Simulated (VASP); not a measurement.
Input of a VASP 6.6.1 run:

The input INCAR:

```
SYSTEM = Zr10HN8
ALGO = Normal
EDIFF = 1E-6
ENCUT = 520
GGA = PS
ISIF = 2
ISMEAR = -1
LASPH = .True.
LCHARG = .True.
LELF = .True.
LREAL = Auto
LVHAR = .True.
LWAVE = .False.
NBANDS = 186
NELM = 80
PREC = Accurate
SIGMA = 0.05
```

File KPOINTS:

```
k-points
0
Gamma
  1 1 1
  0 0 0
```

The input POSCAR:

```
Zr10HN8
1.0
   -6.6977900000     -5.6346540000      0.0000000000
    4.7397470000     -5.6346540000      0.0000000000
    2.7740180000      2.3410460000      7.9673260000
Zr H N
20 2 16
Direct
    0.0569948614      0.7260640608      0.9518249912
    0.7062528682      0.6462336675      0.8985699845
    0.3330449871      0.3921115034      0.1518577249
    0.9602187709      0.3252661542      0.0780688527
    0.1607757706      0.5959335084      0.3600078621
    0.7547003128      0.4976383485      0.2698772461
    0.9585891138      0.7941328055      0.5692248566
    0.0647093951      0.1824297175      0.4623759590
    0.2365903041      0.5276584497      0.7693045320
    0.8458079875      0.4221691000      0.6613762259
    0.5441681841      0.2009885118      0.9600837219
    0.1497796529      0.1135964937      0.8322491134
    0.8508727722      0.9337526122      0.1907038823
    0.4578687308      0.7877831710      0.0824492433
    0.6471642543      0.1249539939      0.3519876054
    0.2682637561      1.0215445592      0.2831313793
    0.4717783057      0.3121577242      0.5961473147
    0.5498957163      0.6869488071      0.4673086052
    0.7628553758      0.0228506914      0.7724674502
    0.3916384837      0.8757684137      0.7210449277
    0.0275778938      0.5342561505      0.5305920707
    0.5111767735      0.0077339418      0.5869095855
    0.6592610727      0.3525053018      0.8235008835
    0.1139377782      0.4669678298      0.9592302361
    0.3143352820      0.7281540080      0.2206135409
    0.9060114223      0.5887799310      0.0837796771
    0.1252719408      0.8707236908      0.4107526164
    0.2418416181      0.3117461562      0.3298848321
    0.9333154060      0.0870773380      0.6018079341
    0.8301812347      0.7042325631      0.7427837144
    0.2138586378      0.8041300475      0.8175892388
    0.6242463830      0.9195620758      0.9408300853
    0.7891862868      0.2383265161      0.2150658828
    0.3823873042      0.1297410281      0.1024183019
    0.5918980212      0.3870602183      0.4003727223
    0.7451635550      0.8022937071      0.3406538153
    0.4383705622      0.5989277882      0.6848721892
    0.2903455692      0.2451186658      0.7144053099
```

Potentials or basis: VASP PAW PBE potentials, release 64 (Zr_sv, H, N).

Run with:

```sh
$ cat potpaw_PBE.64/Zr_sv/POTCAR potpaw_PBE.64/H/POTCAR potpaw_PBE.64/N/POTCAR > POTCAR
$ mpirun -np 1 vasp_gam > vasp.out
```

(1) What does it give for the pressure?

(2) Predict the largest force.

Results:

(1) -4.2 GPa.

(2) 6.180 eV/Å.

Caveat: the k points lie up to 0.85 Å⁻¹ apart; the atoms stand as in a frame of molecular dynamics; the PAW data sets were made with another functional, which shifts forces and pressure a little.
